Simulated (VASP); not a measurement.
The system is AgB.

```
Ag B
1.0
     2.43800    0.00000    0.00000
     0.00000    2.43800    0.00000
     0.00000    0.00000    4.60705
Ag B
1 1
Direct
  0.50000 0.50000 0.39877
  0.50000 0.50000 0.94825
```

The cell was built from a structure type or drawn by symmetry, and may not be a known phase.

* Program: VASP 6.6.1
* Task: relaxation of cell and atoms
* Functional: PBE
* Potentials or basis: VASP PAW PBE potentials, release 64 (Ag, B)
* Cutoff: 600 eV
* k mesh: 8 × 8 × 4
* Occupations: gaussian, width 0.1 eV
* Spin: no spin polarisation

At the start: pressure 15.0 GPa; volume 13.69 Å³/atom.

Task: How do energy, volume and symmetry change on relaxing?

Result: Over 8 steps the energy falls by 277.7 meV/atom and the volume is 15.26 Å³/atom (+11.5 %); space group P4mm (No. 99, to 0.1 Å) before, P4/mmm (No. 123, to 0.1 Å).

Step by step:
| step | energy change (eV) | largest force (eV/Å) | pressure (GPa) | volume (Å³) |
| --- | --- | --- | --- | --- |
| 1 | 0.0000 | 1.3761 | 15.00 | 27.38 |
| 2 | -0.3888 | 0.4261 | -7.05 | 32.69 |
| 3 | -0.3888 | 0.4443 | -6.78 | 32.55 |
| 4 | -0.5365 | 0.1364 | 0.02 | 31.20 |
| 5 | -0.5440 | 0.2646 | -1.74 | 31.42 |
| 6 | -0.5548 | 0.0088 | -0.33 | 30.69 |
| 7 | -0.5552 | 0.0447 | 0.01 | 30.54 |
| 8 | -0.5554 | 0.0065 | -0.13 | 30.52 |

Final structure:
```
Ag B
1.0
     2.66968    0.00000    0.00000
     0.00000    2.66968    0.00000
     0.00000    0.00000    4.28215
Ag B
1 1
Direct
  0.50000 0.50000 0.42358
  0.50000 0.50000 0.92344
```
